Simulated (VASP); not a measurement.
A run of VASP 6.6.1:

The input POSCAR:

```
C
1.0
    2.4652993330      0.0000000000      0.0000000000
   -1.2326496665      2.1350118504      0.0000000000
    0.0000000000      0.0000000000     32.7441727485
C
4
Direct
    0.0000000000      0.0000000000      0.4480190938
    0.6666666667      0.3333333333      0.4480059746
    0.0000000000      0.0000000000      0.5519809062
    0.3333333333      0.6666666667      0.5519940254
```

INCAR.step1

```
SYSTEM = C
PREC = Accurate
ENCUT = 580
ISMEAR = 0
SIGMA = 0.1
LREAL = .False.
LASPH = .True.
NELM = 120
LDIPOL = .True.
IDIPOL = 3
DIPOL = 0.5 0.5 0.500
NBANDS = 16
GGA = PE
ALGO = Normal
EDIFF = 1E-5
LWAVE = .True.
LCHARG = .False.
GGA_COMPAT = .False.
NELMDL = -8
```

INCAR.step2

```
SYSTEM = C
PREC = Accurate
ENCUT = 580
EDIFF = 1E-6
ISMEAR = 0
SIGMA = 0.1
LREAL = .False.
LASPH = .True.
NELM = 120
ALGO = Normal
ISIF = 2
LWAVE = .False.
LCHARG = .False.
LDIPOL = .True.
IDIPOL = 3
DIPOL = 0.5 0.5 0.500
METAGGA = R2SCAN
LMIXTAU = .True.
NBANDS = 16
ISTART = 1
GGA_COMPAT = .False.
```

Contents of KPOINTS:

```
Automatic mesh
0
Gamma
  21 21 1
  0 0 0
```

Potentials or basis: VASP PAW PBE potentials, release 64 (C).

Launch:

```console
$ cat potpaw_PBE.64/C/POTCAR > POTCAR
$ cp INCAR.step1 INCAR
$ mpirun -np 1 vasp_std > vasp.out
$ cp INCAR.step2 INCAR
$ mpirun -np 1 vasp_std > vasp.out
```

Hardware: 1 thread of Intel(R) Xeon(R) 6975P-C (Granite Rapids), on a shared host.

Task: How long does it take, and how much memory?

Result: Wall time 7.9 min on 1 thread of Intel(R) Xeon(R) 6975P-C (Granite Rapids) (shared host), peak memory 0.4 GiB. Counts: k points 48.
